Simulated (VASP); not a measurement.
Here is a VASP 6.6.1 calculation.

The input INCAR:

```
SYSTEM = FeRu
ALGO = Normal
EDIFF = 1E-6
ENCUT = 690
GGA = CA
GGA_COMPAT = .FALSE.
ISIF = 2
ISMEAR = -1
LASPH = .TRUE.
LCHARG = .TRUE.
LDAU = .TRUE.
LDAUJ = 0 0
LDAUL = 2 -1
LDAUPRINT = 1
LDAUTYPE = 2
LDAUU = 6 0
LELF = .TRUE.
LMAXMIX = 4
LREAL = .FALSE.
LVHAR = .TRUE.
LWAVE = .FALSE.
NBANDS = 23
NELM = 200
PREC = Accurate
SIGMA = 0.05
```

File KPOINTS:

```
k-points
0
G
  12 12 7
  0 0 0
```

File POSCAR:

```
FeRu
1.0
    2.6428014205      0.0000000000      0.0000000000
   -1.3214007102      2.2887331673      0.0000000000
    0.0000000000      0.0000000000      4.0702270000
Fe Ru
1 1
Direct
    0.0000000000      0.0000000000      0.5000000000
    0.6666666667      0.3333333333      0.0000000000
```

Potentials or basis: VASP PAW LDA potentials, release 64 (Fe_sv, Ru_sv).

The run is started by

```sh
$ cat potpaw_LDA.64/Fe_sv/POTCAR potpaw_LDA.64/Ru_sv/POTCAR > POTCAR
$ mpirun -np 1 vasp_std > vasp.out
```

(1) What does it give for the pressure?

(2) Predict the band gap on the k mesh.

Answers

(1) -20.6 GPa.

(2) zero (bands 16 and 17 overlap by 2.06 eV).

Caveat: the cell stands under tension; the run has no spin polarisation, though such a crystal can be magnetic; U without spin polarisation on a metal has little footing; the U is typed as a test and isn't derived for this compound.
